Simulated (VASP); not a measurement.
A run of VASP 6.6.1 is set up as follows.

INCAR

```
PREC = Accurate
ENCUT = 600
EDIFF = 1E-6
ISMEAR = 0
SIGMA = 0.1
LREAL = F
LASPH = T
NELM = 120
ALGO = Normal
ISIF = 2
LWAVE = F
LCHARG = F
GGA = PE
NBANDS = 25
GGA_COMPAT = F
```

File KPOINTS:

```
Automatic mesh
0
Gamma
  4 4 4
```

The input POSCAR:

```
SiO2
1.0
    0.0000000000      3.7289087686      3.7289087686
    3.7289087686      0.0000000000      3.7289087686
    3.7289087686      3.7289087686      0.0000000000
Si O
2 4
Direct
    0.5000000000      0.5000000000      0.5000000000
    0.2500000000      0.2500000000      0.2500000000
    0.3749983463      0.8750049610      0.3749983463
    0.3749983463      0.3749983463      0.8750049610
    0.3749983463      0.3749983463      0.3749983463
    0.8750049610      0.3749983463      0.3749983463
```

Potentials or basis: VASP PAW PBE potentials, release 64 (Si, O).

Command:

```bash
$ cat potpaw_PBE.64/Si/POTCAR potpaw_PBE.64/O/POTCAR > POTCAR
$ mpirun -np 1 vasp_std > vasp.out
```

(1) Predict the pressure.

(2) Predict the band gap on the k mesh.

Answers

(1) 0.0 GPa.

(2) 5.38 eV, indirect (least direct gap 5.38 eV).
